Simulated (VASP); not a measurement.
Runs of VASP 6.6.1 on Si5Ge. The structure is that of space group P-6m2 (No. 187), or close to it. The cells are those of the table. 

| task | cell | k mesh | cutoff (eV) | gap on the mesh (eV) | pressure (GPa) | relaxed volume (Å³/atom) | largest force (eV/Å) |
| --- | --- | --- | --- | --- | --- | --- | --- |
| relaxation of cell and atoms | relaxed from a = 2.925, b = 2.925, c = 12.730 Å, angles 90.0, 90.0, 120.0°, 6 atoms | 12 × 12 × 4 | 600 | - | 0.0 | 15.57 | - |
| relaxation of cell and atoms | relaxed from a = 2.828, b = 2.828, c = 13.756 Å, angles 90.0, 90.0, 120.0°, 6 atoms | 6 × 6 × 2 | 600 | - | -0.1 | 15.77 | 0.02 |
| single point | a = 2.925, b = 2.925, c = 12.730 Å, angles 90.0, 90.0, 120.0°, 6 atoms | 6 × 6 × 2 | 520 | none | -0.1 | - | - |
| single point | a = 2.817, b = 2.817, c = 13.447 Å, angles 90.0, 90.0, 120.0°, 6 atoms | 12 × 12 × 4 | 520 | none | 0.0 | - | - |
| single point | a = 2.828, b = 2.828, c = 13.756 Å, angles 90.0, 90.0, 120.0°, 6 atoms | 6 × 6 × 2 | 520 | none | (a) | - | (b) |
| single point | a = 2.760, b = 2.760, c = 13.955 Å, angles 90.0, 90.0, 120.0°, 6 atoms | 18 × 18 × 4 | 520 | none | 0.0 | - | 0.01 |

Alike in all rows: level PBE; potentials or basis VASP PAW PBE potentials, release 64 (Si, Ge_d); no spin polarisation; smearing gaussian 0.1 eV.

Problem. Fill in the values left out.

Solution. (a) -2.0; (b) 0.59.

Caveats: some runs use coarse meshes; the bands computed are all filled at some k points, so no gap is given (some runs).

A k mesh can miss the band edges, and the runs leave out spin-orbit coupling on Ge.

A gap of «none» marks levels without a gap at the run's occupations.
